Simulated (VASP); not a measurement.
WS2, a slab with vacuum:

```xyz
3
Lattice="3.1621 0.0000 0.0000 -1.5811 2.7385 0.0000 0.0000 0.0000 16.8368" Properties=species:S:1:pos:R:3 pbc="T T T"
W     0.0000    0.0000    0.0000
S     0.0000    1.8257    1.5490
S     0.0000    1.8257   15.2878
```

Base run:

| Property | Result |
| --- | --- |
| Program | VASP 6.6.1 |
| Functional | r2SCAN |
| Potentials or basis | VASP PAW PBE potentials, release 64 (W_sv, S) |
| Cutoff | 520 eV |
| k mesh | 10 × 10 × 2 |
| Occupations | fermi-dirac, width 0.05 eV |
| Spin | no spin polarisation |

Its results: band gap on the k mesh 2.17 eV, indirect (least direct gap 2.35 eV); largest force 0.378 eV/Å.

**Question.** The run is repeated on the same cell with these changes: functional from r2SCAN to PBE; further incar settings from ALGO = Normal; EDIFF = 1e-07; NBANDS = 20 to ALGO = Normal; EDIFF = 1e-06; NBANDS = 20. What comes out?

**Answer.** Band gap on the k mesh 2.06 eV, indirect (least direct gap 2.22 eV); largest force 0.640 eV/Å.

Caveats: spin-orbit coupling is left out, which moves the levels of the heavy elements; the PAW data sets were made with another functional, which shifts forces and pressure a little (some runs).

A k mesh can miss the band edges.
